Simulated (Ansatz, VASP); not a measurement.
GaSb: VASP beside Ansatz

```
Ga Sb
1.0
     0.00000    3.01077    3.01077
     3.01077    0.00000    3.01077
     3.01077    3.01077    0.00000
Ga Sb
1 1
Cartesian
  0.0000 0.0000 0.0000
  1.5054 1.5054 1.5054
```

Alike in both runs: task single point; functional PBE; k mesh 12 × 12 × 12; occupations gaussian, width 0.1 eV; no spin polarisation.

```csv
,VASP,Ansatz
version,VASP 6.6.1,Ansatz 0.2.0
potentials or method,"VASP PAW PBE potentials, release 64 (Ga_d, Sb), cutoff 520 eV","scalar-relativistic, plane waves, PAW"
valence electrons in the cell,18,28
```

```csv
,VASP,Ansatz,Ansatz less VASP
gap on the k mesh at the Fermi level (eV),0.38,0.38,-0.004
least direct gap on the mesh (eV),0.38,0.38,-0.004
pressure (GPa),5.4,5.3,-0.10
```

With one functional, cell and mesh, what is left measures potentials, basis and numerics. VASP's potentials hold 18 valence electrons a cell and Ansatz's 28, so a difference there can come from the potentials and not from the codes.

Spin-orbit coupling is off throughout.
